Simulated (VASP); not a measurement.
# CoO in VASP: further runs, part 2 of 2

VASP 6.6.1. The steps go on from the part before.

### Step 4. Single point, PBE, collinear spin, ferromagnetic start

This run uses another cell than the first one, of 9.00 Å³/atom.

INCAR

```
SYSTEM = CoO
PREC = Accurate ; ENCUT = 600
EDIFF = 1E-6 ; ISMEAR = -1
SIGMA = 0.05 ; LREAL = .FALSE.
LASPH = .TRUE. ; NELM = 200
ALGO = Normal ; ISIF = 2
LWAVE = .FALSE. ; LCHARG = .FALSE.
ISPIN = 2 ; MAGMOM = 2 0
LORBIT = 11 ; LMAXMIX = 4
GGA = PE ; NBANDS = 22
GGA_COMPAT = .FALSE.
```

KPOINTS

```
regular mesh
0
G
  11 11 11
  0 0 0
```

POSCAR

```
CoO
1.0
    1.4747370529      0.8514398345      2.3901185036
   -1.4747370529      0.8514398345      2.3901185036
    0.0000000000     -1.7028796690      2.3901185036
Co O
1 1
Direct
    0.0000000000      0.0000000000      0.0000000000
    0.5000000000      0.5000000000      0.5000000000
```

Potentials or basis: VASP PAW PBE potentials, release 64 (Co_sv, O).

On the command line:

```console
$ cat potpaw_PBE.64/Co_sv/POTCAR potpaw_PBE.64/O/POTCAR > POTCAR
$ mpirun -np 1 vasp_std > vasp.out
```

OUTCAR:

```text
SYSTEM = CoO
   PREC = Accurate
   ENCUT = 600
   EDIFF = 1E-6
   ISMEAR = -1
   LREAL = .FALSE.
   LASPH = .TRUE.
   NELM = 200
   ISIF = 2
   ISPIN = 2
   LORBIT = 11
   GGA = PE

 ion  position               nearest neighbor table
   1  0.000  0.000  0.000-   2 2.08   2 2.08   2 2.08   2 2.08   2 2.08   2 2.08
   2  0.500  0.500  0.500-   1 2.08   1 2.08   1 2.08   1 2.08   1 2.08   1 2.08

  LATTYP: Found a trigonal (rhomboedric) cell.
 ALAT       =     2.9347002621
 COS(alpha) =     0.4949531367

  Lattice vectors:

 A1 = (   1.4747370529,   0.8514398345,   2.3901185036)
[... 1414 lines left out ...]

 VOLUME and BASIS-vectors are now :
 -----------------------------------------------------------------------------
  energy-cutoff  :      600.00
  volume of cell :       18.01
      direct lattice vectors                 reciprocal lattice vectors
     1.474737053  0.851439835  2.390118504     0.339043492  0.195746851  0.139463099
    -1.474737053  0.851439835  2.390118504    -0.339043492  0.195746851  0.139463099
     0.000000000 -1.702879669  2.390118504     0.000000000 -0.391493703  0.139463099

 POSITION                                       TOTAL-FORCE (eV/Angst)
 -----------------------------------------------------------------------------------
      0.00000      0.00000      0.00000        -0.000000      0.000000      0.000000
      0.00000      0.00000      3.58518         0.000000     -0.000000      0.000000
 -----------------------------------------------------------------------------------
    total drift:                               -0.000000     -0.000000     -0.000000

  FREE ENERGIE OF THE ION-ELECTRON SYSTEM (eV)
  ---------------------------------------------------
  free  energy   TOTEN  =       -13.1024615141 eV

  energy  without entropy=      -13.0672081738  energy(sigma->0) =      -13.08483484

 total charge

# of ion       s       p       d       tot
------------------------------------------
    1        2.149   6.072   6.702  14.923
    2        1.554   3.458   0.000   5.011
--------------------------------------------------
tot          3.703   9.530   6.702  19.935

 magnetization (x)

# of ion       s       p       d       tot
------------------------------------------
    1        0.014   0.011   2.338   2.363
    2        0.030   0.218   0.000   0.249
--------------------------------------------------
tot          0.044   0.229   2.338   2.612
```

OSZICAR:

```text
N       E                     dE             d eps       ncg     rms          rms(c)
DAV:   1     0.244253916110E+03    0.24425E+03   -0.13484E+04 16844   0.267E+03
DAV:   2    -0.529916228361E+01   -0.24955E+03   -0.23744E+03 19304   0.672E+02
DAV:   3    -0.154277629159E+02   -0.10129E+02   -0.10020E+02 17810   0.115E+02
DAV:   4    -0.155221268947E+02   -0.94364E-01   -0.94325E-01 15392   0.948E+00
DAV:   5    -0.155256016263E+02   -0.34747E-02   -0.34747E-02 17914   0.196E+00    0.181E+01
DAV:   6    -0.140898265680E+02    0.14358E+01   -0.17619E+01 21040   0.827E+01    0.255E+01
DAV:   7    -0.131259051163E+02    0.96392E+00   -0.51403E+00 18458   0.547E+01    0.849E+00
DAV:   8    -0.131040889049E+02    0.21816E-01   -0.22916E-01 19600   0.564E+00    0.555E+00
DAV:   9    -0.131061947909E+02   -0.21059E-02   -0.61351E-02 23020   0.380E+00    0.185E+00
DAV:  10    -0.131028994392E+02    0.32954E-02   -0.15976E-02 19866   0.262E+00    0.590E-01
DAV:  11    -0.131024015423E+02    0.49790E-03   -0.50605E-03 22572   0.111E+00    0.798E-02
DAV:  12    -0.131024637944E+02   -0.62252E-04   -0.39586E-04 16150   0.221E-01    0.856E-02
DAV:  13    -0.131024653439E+02   -0.15495E-05   -0.45996E-05 19938   0.115E-01    0.467E-02
DAV:  14    -0.131024602034E+02    0.51404E-05   -0.15451E-05 21206   0.553E-02    0.163E-02
DAV:  15    -0.131024613257E+02   -0.11223E-05   -0.30807E-06 15074   0.200E-02    0.984E-03
DAV:  16    -0.131024615141E+02   -0.18837E-06   -0.82764E-07  8760   0.162E-02
   1 F= -.13102462E+02 E0= -.13084835E+02  d E =-.352533E-01  mag=     2.7057
```

It took 2.1 min on 1 thread of AMD EPYC 7R13 (Zen 3), shared host; peak memory 0.19 GiB.

Results:

```
Free energy                                           : -13.1025 eV
Pressure                                              : 8.7 GPa
Net moment                                            : 2.71 μB per cell
Site moments                                          : Co +2.36; O +0.25 μB
Valence electrons inside the program's atomic spheres : Co 14.92; O 5.01
```

Caveat: the cell stands under pressure; a cell with one magnetic atom can't hold antiferromagnetic order, which such compounds often take; semilocal functionals often make such compounds metallic where correlation or magnetic order opens a gap, which also shifts bond lengths. With open d or f shells a metallic result of PBE can be an artefact of self-interaction; +U or a hybrid may open a gap.

### Step 5. Single point, PBE, collinear spin, ferromagnetic start

This run uses another cell than the first one, of 9.58 Å³/atom.

INCAR

```
PREC     = Accurate       # precision mode
ENCUT    = 600            # plane-wave cutoff, eV
EDIFF    = 1E-6           # SCF threshold, eV
ISMEAR   = -1             # smearing method
SIGMA    = 0.05           # smearing width, eV
LREAL    = F              # projectors in reciprocal space
LASPH    = T              # aspherical terms in the spheres
NELM     = 200            # most SCF steps
ALGO     = Normal         # electronic algorithm
ISIF     = 2              # what is computed and relaxed
LWAVE    = F              # write WAVECAR
LCHARG   = T              # write CHGCAR
ISPIN    = 2              # spin polarisation
MAGMOM   = 2 0            # initial moments
LORBIT   = 11             # projections on sites
LMAXMIX  = 4              # l up to which the mixer works
GGA      = PE             # functional
LELF     = T              # ELF
LVHAR    = T            
NBANDS   = 22             # bands
GGA_COMPAT= F
```

KPOINTS

```
regular mesh
0
Gamma
  11 11 11
```

POSCAR

```
CoO
1.0
    1.5054695445      0.8691832468      2.4399269062
   -1.5054695445      0.8691832468      2.4399269062
    0.0000000000     -1.7383664936      2.4399269062
Co O
1 1
Direct
    0.0000000000      0.0000000000      0.0000000000
    0.5000000000      0.5000000000      0.5000000000
```

On the command line:

```console
$ cat potpaw_PBE.64/Co_sv/POTCAR potpaw_PBE.64/O/POTCAR > POTCAR
$ mpirun -np 1 vasp_std > vasp.out
```

Run time: 1.9 min. Hardware: 1 thread of Intel Xeon Platinum 8259CL at 2.50GHz (Skylake/Cascade Lake), shared host; peak memory 0.23 GiB.

The run converged. Its results:

```
Free energy                                           : -13.1405 eV
Pressure                                              : -2.5 GPa
Net moment                                            : 2.90 μB per cell
Site moments                                          : Co +2.50; O +0.29 μB
Valence electrons inside the program's atomic spheres : Co 14.88; O 4.98
```

Stress tensor (GPa, compression positive):
```
-2.34  0.00  0.00
 0.00 -2.34  0.00
 0.00  0.00 -2.83
```

Levels at points of the mesh, in eV from the Fermi level:
Spin up:
| k point | band 11 | band 12 | band 13 | band 14 | band 15 | band 16 |
| --- | --- | --- | --- | --- | --- | --- |
| (0.00, 0.00, 0.00) | -3.10 | -3.10 | -3.05 | 0.97 | 16.79 | 18.02 |
Spin down:
| k point | band 6 | band 7 | band 8 | band 9 | band 10 | band 11 | band 12 | band 13 | band 14 | band 15 |
| --- | --- | --- | --- | --- | --- | --- | --- | --- | --- | --- |
| (0.00, 0.00, 0.00) | -2.68 | -2.68 | -2.63 | -1.13 | -1.13 | -1.11 | 0.07 | 0.07 | 1.51 | 16.68 |

Caveat: a cell with one magnetic atom can't hold antiferromagnetic order, which such compounds often take; semilocal functionals often make such compounds metallic where correlation or magnetic order opens a gap, which also shifts bond lengths.

### Step 6. Single point, LDA, collinear spin, ferromagnetic start

This run uses another cell than the first one, of 9.58 Å³/atom.

INCAR

```
PREC     = Accurate       # precision mode
ENCUT    = 520            # plane-wave cutoff, eV
EDIFF    = 1E-6           # SCF threshold, eV
ISMEAR   = -1             # smearing method
SIGMA    = 0.05           # smearing width, eV
LREAL    = False          # projectors in reciprocal space
LASPH    = True           # aspherical terms in the spheres
NELM     = 150            # most SCF steps
ALGO     = Normal         # electronic algorithm
ISIF     = 2              # what is computed and relaxed
LWAVE    = False          # write WAVECAR
LCHARG   = False          # write CHGCAR
ISPIN    = 2              # spin polarisation
MAGMOM   = 2 0            # initial moments
LORBIT   = 11             # projections on sites
LMAXMIX  = 4              # l up to which the mixer works
NBANDS   = 18             # bands
```

KPOINTS is that of step 5.

POSCAR is that of step 5.

Potentials or basis: VASP PAW LDA potentials, release 64 (Co, O).

On the command line:

```console
$ cat potpaw_LDA.64/Co/POTCAR potpaw_LDA.64/O/POTCAR > POTCAR
$ mpirun -np 1 vasp_std > vasp.out
```

Run time: 78 s. Hardware: 1 thread of Intel Xeon Platinum 8488C (Sapphire Rapids), shared host; peak memory 0.19 GiB.

Results (log left out):

| Item | Value |
| --- | --- |
| Free energy | -14.6814 eV |
| Pressure | -19.3 GPa |
| Net moment | 2.71 μB per cell |
| Site moments | Co +2.37; O +0.28 μB |
| Valence electrons inside the program's atomic spheres | Co 7.86; O 4.93 |

Stress tensor (GPa, compression positive):
```
-19.28   0.00   0.00
  0.00 -19.28   0.00
  0.00   0.00 -19.47
```

Levels at points of the mesh, in eV from the Fermi level:
Spin up:
| k point | band 6 | band 7 | band 8 | band 9 | band 10 | band 11 | band 12 | band 13 |
| --- | --- | --- | --- | --- | --- | --- | --- | --- |
| (0.00, 0.00, 0.00) | -2.96 | -2.93 | -2.93 | -2.93 | 1.00 | 16.65 | 17.96 | 17.96 |
Spin down:
| k point | band 3 | band 4 | band 5 | band 6 | band 7 | band 8 | band 9 | band 10 |
| --- | --- | --- | --- | --- | --- | --- | --- | --- |
| (0.00, 0.00, 0.00) | -2.82 | -2.76 | -1.13 | -1.13 | -1.09 | -0.46 | -0.46 | 1.51 |

Caveat: the cell stands under tension; a cell with one magnetic atom can't hold antiferromagnetic order, which such compounds often take; semilocal functionals often make such compounds metallic where correlation or magnetic order opens a gap, which also shifts bond lengths.

### Step 7. The runs side by side

| level | potentials or basis | cell | cutoff (eV) | gap on the mesh (eV) | pressure (GPa) | moment (μB) |
| --- | --- | --- | --- | --- | --- | --- |
| PBE | VASP PAW PBE potentials, release 64 (Co_sv, O) | a = 2.976 Å, angles 60.3°, 2 atoms, atomic positions A | 600 | none | 1.0 | 2.85 |
| PBE | VASP PAW PBE potentials, release 64 (Co, O) | a = 2.996 Å, angles 60.3°, 2 atoms, atomic positions B | 520 | none | -0.2 | 2.88 |
| PBE | VASP PAW PBE potentials, release 64 (Co_sv, O) | a = 2.935 Å, angles 60.3°, 2 atoms, atomic positions A | 600 | none | 8.7 | 2.71 |
| PBE | VASP PAW PBE potentials, release 64 (Co_sv, O) | a = 2.996 Å, angles 60.3°, 2 atoms, atomic positions A | 600 | none | -2.5 | 2.90 |
| LDA | VASP PAW LDA potentials, release 64 (Co, O) | a = 2.996 Å, angles 60.3°, 2 atoms, atomic positions A | 520 | none | -19.3 | 2.71 |

Alike in all rows: task single point; spin collinear, ferromagnetic start; k mesh 11 × 11 × 11; smearing fermi-dirac 0.05 eV.

Caveats: a cell with one magnetic atom can't hold antiferromagnetic order, which such compounds often take; semilocal functionals often make such compounds metallic where correlation or magnetic order opens a gap, which also shifts bond lengths; the cell stands under pressure (at least some runs); the cell stands under tension (at least some runs).

Absolute energies hang on the potentials; compare differences alone.
